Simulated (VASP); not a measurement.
# TiSi2 (Cmcm) in VASP: single point with PBEsol

Aim: the single point of TiSi2 with PBEsol.

Program: VASP 6.6.1. These are calculated values, not measurements. Logs are shortened: lines on timing, memory, paths and dates and some standing lists are left out, and cuts for length are marked.

### Step 1. The cell of the first run

It takes space group Cmcm (No. 63, orthorhombic). Conventional cell: a = 3.517 Å, b = 13.949 Å, c = 3.556 Å, α = 90.00°, β = 90.00°, γ = 90.00°. Ti (site symmetry m2m) has 10 Si at 2.57 to 2.87 Å and 6 Ti at 3.37 to 3.56 Å within 3.6 Å. Si (site symmetry m2m) has 6 Si at 2.44 to 3.19 Å and 6 Ti at 2.57 to 2.87 Å within 3.2 Å. Si (site symmetry m2m) has 8 Si at 2.50 to 3.19 Å and 4 Ti at 2.71 to 2.72 Å within 3.3 Å.

### Step 2. Single point, PBEsol (strain +0.0450 x Voigt [0, 1, 0, 0, 0, 0])

Contents of INCAR:

```
ALGO     = Normal         # electronic algorithm
EDIFF    = 1E-6           # SCF threshold, eV
ENCUT    = 520            # plane-wave cutoff, eV
GGA      = PS             # functional
ISIF     = 2              # what is computed and relaxed
ISMEAR   = 0              # smearing method
LASPH    = True           # aspherical terms in the spheres
LCHARG   = False          # write CHGCAR
LREAL    = False          # projectors in reciprocal space
LWAVE    = False          # write WAVECAR
NBANDS   = 29             # bands
NELM     = 100            # most SCF steps
PREC     = Accurate       # precision mode
SIGMA    = 0.15           # smearing width, eV
```

Contents of KPOINTS:

```
k-points
0
Gamma
  14 14 14
```

Contents of POSCAR:

```
TiSi2
1.0
    1.7585248000     -6.9744595210      0.0000000000
    1.7585248000      6.9744595210      0.0000000000
    0.0000000000      0.0000000000      3.5556151813
Ti Si
2 4
Direct
    0.8975172580      0.1024827420      0.7500000000
    0.1024827420      0.8975172580      0.2500000000
    0.5599863193      0.4400136807      0.7500000000
    0.4400136807      0.5599863193      0.2500000000
    0.2497198030      0.7502801970      0.7500000000
    0.7502801970      0.2497198030      0.2500000000
```

Potentials or basis: VASP PAW PBE potentials, release 64 (Ti_sv, Si).

Run with:

```console
$ cat potpaw_PBE.64/Ti_sv/POTCAR potpaw_PBE.64/Si/POTCAR > POTCAR
$ mpirun -np 1 vasp_std > vasp.out
```

OUTCAR:

```text
EDIFF = 1E-6
   ENCUT = 520
   GGA = PS
   ISIF = 2
   ISMEAR = 0
   LASPH = True
   LREAL = False
   NELM = 100
   PREC = Accurate

 ion  position               nearest neighbor table
   1  0.898  0.102  0.750-   4 2.57   4 2.57   4 2.57   4 2.57   5 2.71   5 2.71   6 2.72   6 2.72
                             3 2.87   3 2.87
   2  0.102  0.898  0.250-   3 2.57   3 2.57   3 2.57   3 2.57   6 2.71   6 2.71   5 2.72   5 2.72
                             4 2.87   4 2.87
   3  0.560  0.440  0.750-   4 2.44   4 2.44   2 2.57   2 2.57   2 2.57   2 2.57   1 2.87   1 2.87

   4  0.440  0.560  0.250-   3 2.44   3 2.44   1 2.57   1 2.57   1 2.57   1 2.57   2 2.87   2 2.87

   5  0.250  0.750  0.750-   6 2.50   6 2.50   6 2.50   6 2.50   1 2.71   1 2.71   2 2.72   2 2.72

   6  0.750  0.250  0.250-   5 2.50   5 2.50   5 2.50   5 2.50   2 2.71   2 2.71   1 2.72   1 2.72

  LATTYP: Found a base centered orthorhombic cell.
 ALAT       =     3.5170496000
 B/A-ratio  =     3.9660853921
 C/A-ratio  =     1.0109653220

  Lattice vectors:

 A1 = (   1.7585248000,  -6.9744595210,   0.0000000000)
 A2 = (   1.7585248000,   6.9744595210,   0.0000000000)
 A3 = (   0.0000000000,   0.0000000000,   3.5556151813)

Analysis of symmetry for initial positions (statically):
=====================================================================
 Subroutine PRICEL returns:
 Original cell was already a primitive cell.

 Routine SETGRP: Setting up the symmetry group for a
 base centered orthorhombic supercell.

 Subroutine GETGRP returns: Found  8 space group operations
 (whereof  4 operations were pure point group operations)
 out of a pool of  8 trial point group operations.

The static configuration has the point symmetry C_2h.
 The point group associated with its full space group is D_2h.

Analysis of symmetry for dynamics (positions and initial velocities):
=====================================================================
 Subroutine PRICEL returns:
 Original cell was already a primitive cell.

 Routine SETGRP: Setting up the symmetry group for a
 base centered orthorhombic supercell.

 Subroutine GETGRP returns: Found  8 space group operations
 (whereof  4 operations were pure point group operations)
 out of a pool of  8 trial point group operations.

The dynamic configuration has the point symmetry C_2h.
 The point group associated with its full space group is D_2h.

 Subroutine INISYM returns: Found  8 space group operations
 (whereof  4 operations are pure point group operations),
 and found     1 'primitive' translations

----------------------------------------------------------------------------------------

                                     Primitive cell

  volume of cell :      87.2175

  direct lattice vectors                    reciprocal lattice vectors
     1.758524800 -6.974459521  0.000000000     0.284329229 -0.071690143  0.000000000
     1.758524800  6.974459521  0.000000000     0.284329229  0.071690143  0.000000000
     0.000000000  0.000000000  3.555615181     0.000000000  0.000000000  0.281245284

  length of vectors
     7.192739053  7.192739053  3.555615181     0.293227875  0.293227875  0.281245284

  position of ions in fractional coordinates (direct lattice)
     0.897517258  0.102482742  0.750000000
     0.102482742  0.897517258  0.250000000
     0.559986319  0.440013681  0.750000000
     0.440013681  0.559986319  0.250000000
     0.249719803  0.750280197  0.750000000
     0.750280197  0.249719803  0.250000000

  ion indices of the primitive-cell ions
   primitive index   ion index
                 1           1
                 2           2
                 3           3
                 4           4
                 5           5
                 6           6

----------------------------------------------------------------------------------------

 KPOINTS: k-points

Automatic generation of k-mesh.
 Grid dimensions read from file:
 generate k-points for:   14   14   14

 Generating k-lattice:

  Cartesian coordinates                     Fractional coordinates (reciprocal lattice)
     0.020309231 -0.005120724  0.000000000     0.071428571  0.000000000  0.000000000
     0.020309231  0.005120724  0.000000000     0.000000000  0.071428571  0.000000000
     0.000000000  0.000000000  0.020088949     0.000000000  0.000000000  0.071428571

  Length of vectors
     0.020944848  0.020944848  0.020088949

  Shift w.r.t. Gamma in fractional coordinates (k-lattice)
     0.000000000  0.000000000  0.000000000

 Subroutine IBZKPT returns following result:
 ===========================================

 Found    456 irreducible k-points:

 Following reciprocal coordinates:
            Coordinates               Weight
  0.000000  0.000000  0.000000      1.000000
  0.071429  0.000000  0.000000      4.000000
  0.142857  0.000000  0.000000      4.000000
  0.214286 -0.000000  0.000000      4.000000
  0.285714  0.000000  0.000000      4.000000
  0.357143  0.000000  0.000000      4.000000
[... 16 lines left out ...]
  0.214286  0.142857  0.000000      4.000000
  0.285714  0.142857  0.000000      4.000000
 [... further k-points ...]
   k-points           NKPTS =    456   k-points in BZ     NKDIM =    456   number of bands    NBANDS=     29
   number of dos      NEDOS =    301   number of ions     NIONS =      6
   total plane-waves  NPLWV =  81648
   dimension x,y,z NGX =    54 NGY =   54 NGZ =   28
   dimension x,y,z NGXF=   108 NGYF=  108 NGZF=   56
   ions per type =               2   4
   NGX,Y,Z   is equivalent  to a cutoff of  12.48, 12.48, 13.09 a.u.
   NGXF,Y,Z  is equivalent  to a cutoff of  24.96, 24.96, 26.18 a.u.
 SYSTEM =  unknown system
   PREC   = accura    normal or accurate (medium, high low for compatibility)
   ISTART =      0    job   : 0-new  1-cont  2-samecut
   ICHARG =      2    charge: 1-file 2-atom 10-const
   ISPIN  =      1    spin polarized calculation?
   LNONCOLLINEAR =      F non collinear calculations
   LSORBIT =      F    spin-orbit coupling
   LASPH  =      T    aspherical Exc in radial PAW
   ENCUT  =  520.0 eV  38.22 Ry    6.18 a.u.  13.37 13.37  6.61*2*pi/ulx,y,z
   NELM   =    100;   NELMIN=  2; NELMDL= -5     # of ELM steps
   EDIFF  = 0.1E-05   stopping-criterion for ELM
   LREAL  =      F    real-space projection
   EDIFFG = 0.1E-04   stopping-criterion for IOM
   NSW    =      0    number of steps for IOM
   IBRION =     -1    ionic relax: 0-MD 1-quasi-New 2-CG
   NFREE  =      0    steps in history (QN), initial steepest desc. (CG)
   ISIF   =      2    stress and relaxation
   ISYM   =      2    0-nonsym 1-usesym 2-fastsym
   POTIM  = 0.5000    time-step for ionic-motion
   TEBEG  =    0.0;   TEEND  =   0.0 temperature during run
   PSTRESS=    0.0 pullay stress
   NELECT =      40.0000    total number of electrons
   NUPDOWN=      -1.0000    fix difference up-down
   EMIN   =  10.00;   EMAX   =-10.00  energy-range for DOS
   EFERMI =   0.00;   METHOD = LEGACY
   ISMEAR =     0;   SIGMA  =   0.15  broadening in eV -4-tet -1-fermi 0-gaus
   EFERMI_NEDOS =   21; number of points for ismear=-14 and -15
   IALGO  =     38    algorithm
   IMIX   =      4    mixing-type and parameters
     AMIX     =   0.40;   BMIX     =  1.00
     AMIX_MAG =   1.60;   BMIX_MAG =  1.00
  volume/ion in A,a.u.               =      14.54        98.10
  Fermi-wavevector in a.u.,A,eV,Ry     =   1.262487  2.385754 21.685962  1.593873
  Thomas-Fermi vector in A             =   2.395893
   LORBIT       =      0    0 simple, 1 ext, 2 COOP (PROOUT), +10 PAW based schemes
   GGA     = PS    functional components
   LHFCALC =     F    Hartree Fock is set to
   AEXX    =    0.0000 exact exchange contribution
   IVDW    =     0    specifies the selected vdW correction
   LEPSILON=     F    determine dielectric tensor
   LRPA    =     F    only Hartree local field effects (RPA)
 non-spin polarized calculation
 Gauss-broadening in eV      SIGMA  =   0.15
  energy-cutoff  :      520.00
  volume of cell :       87.22
 maximum number of plane-waves:      2374
 NGX is ok and might be reduce to    54
   NGX = 27   NGY = 27   NGZ = 13

 number of electron      40.0000005 magnetization

 Free energy of the ion-electron system (eV)
  ---------------------------------------------------
  ext. energy  EPLUGINS =         0.00000000
  ---------------------------------------------------
  free energy    TOTEN  =       -43.58018943 eV

  energy without entropy =      -43.56315785  energy(sigma->0) =      -43.57167364

 E-fermi :  10.1546     XC(G=0): -11.6200

 val. band max:       10.1478872173   @ k =   0.4286   0.3571   0.0000
 cond. band min:      10.1550462879   @ k =  -0.2857   0.1429   0.1429
 fundamental gap:      0.0071590706
 Fermi energy:        10.1545696988

 k-point     1 :       0.0000    0.0000    0.0000
  band No.  band energies     occupation
      1     -46.4968      2.00000
      2     -46.4893      2.00000
      3     -22.9547      2.00000
      4     -22.8967      2.00000
      5     -22.8860      2.00000
      6     -22.8825      2.00000
[... 21 lines left out ...]
     28      12.9506      0.00000
     29      13.1693      0.00000

 k-point     2 :       0.0714    0.0000    0.0000
  band No.  band energies     occupation
      1     -46.4966      2.00000
      2     -46.4890      2.00000
      3     -22.9541      2.00000
      4     -22.9005      2.00000
      5     -22.8895      2.00000
      6     -22.8821      2.00000
[... 21 lines left out ...]
     28      13.0042      0.00000
     29      13.2586      0.00000

 k-point     3 :       0.1429    0.0000    0.0000
  band No.  band energies     occupation
      1     -46.4959      2.00000
      2     -46.4884      2.00000
      3     -22.9523      2.00000
      4     -22.9113      2.00000
      5     -22.8995      2.00000
      6     -22.8811      2.00000
[... 638 lines left out ...]
      5     -22.9441      2.00000
      6     -22.8765      2.00000
[... 21 lines left out ...]
     28      13.3571      0.00000
     29      13.5980      0.00000

 k-point    24 :       0.2857    0.1429    0.0000
  band No.  band energies     occupation
      1     -46.4924      2.00000
      2     -46.4851      2.00000
      3     -22.9705      2.00000
      4     -22.9540      2.00000
      5     -22.9428      2.00000
      6     -22.8754      2.00000
[... 21 lines left out ...]
     28      13.0310      0.00000
     29      13.5209      0.00000

 [... further k-points ...]

------------------------ aborting loop because EDIFF is reached ----------------------------------------

  FORCE on cell =-STRESS in cart. coord.  units (eV):
  Direction    XX          YY          ZZ          XY          YZ          ZX
  --------------------------------------------------------------------------------------
  -------------------------------------------------------------------------------------
  Total       -1.0924603     -5.3712690     -1.4007786      0.0000000      0.0000000      0.0000000
  in kB      -20.0683862    -98.6696719    -25.7321615      0.0000000      0.0000000      0.0000000
  external PRESSURE =     -48.1567399 kB  Pullay stress =       0.0000000 kB

 VOLUME and BASIS-vectors are now :
 -----------------------------------------------------------------------------
  energy-cutoff  :      520.00
  volume of cell :       87.22
      direct lattice vectors                 reciprocal lattice vectors
     1.758524800 -6.974459521  0.000000000     0.284329229 -0.071690143  0.000000000
     1.758524800  6.974459521  0.000000000     0.284329229  0.071690143  0.000000000
     0.000000000  0.000000000  3.555615181     0.000000000  0.000000000  0.281245284

 POSITION                                       TOTAL-FORCE (eV/Angst)
 -----------------------------------------------------------------------------------
      1.75852     -5.54494      2.66671         0.000000      0.421651     -0.000000
      1.75852      5.54494      0.88890         0.000000     -0.421651     -0.000000
      1.75852     -0.83674      2.66671         0.000000      0.320755      0.000000
      1.75852      0.83674      0.88890         0.000000     -0.320755     -0.000000
      1.75852      3.49114      2.66671         0.000000     -0.013224     -0.000000
      1.75852     -3.49114      0.88890         0.000000      0.013224      0.000000
 -----------------------------------------------------------------------------------
    total drift:                                0.000000      0.000000     -0.000000

  FREE ENERGIE OF THE ION-ELECTRON SYSTEM (eV)
  ---------------------------------------------------
  free  energy   TOTEN  =       -43.5801894293 eV

  energy  without entropy=      -43.5631578493  energy(sigma->0) =      -43.57167364
```

Run time: 31 min. Hardware: 1 thread of Intel Xeon Platinum 8375C at 2.90GHz (Ice Lake), shared host; peak memory 0.98 GiB.

Results:

* Free energy: -43.5802 eV
* Pressure: -4.8 GPa
* Largest force: 0.422 eV/Å
* Band gap on the k mesh: zero (bands 20 and 21 overlap by 0.97 eV)

Forces in eV/Å, atoms in the order of the input:
```
Ti   0.000  0.422  0.000
Ti   0.000 -0.422  0.000
Si   0.000  0.321  0.000
Si   0.000 -0.321  0.000
Si   0.000 -0.013  0.000
Si   0.000  0.013  0.000
```

Stress tensor (GPa, compression positive):
```
-2.01  0.00  0.00
 0.00 -9.87  0.00
 0.00  0.00 -2.57
```

Caveat: the cell differs from its parent crystal (strain +0.0450 x Voigt [0, 1, 0, 0, 0, 0]); the stress differs along the axes, from -10 to -2 GPa; the PAW data sets were made with another functional, which shifts forces and pressure a little.
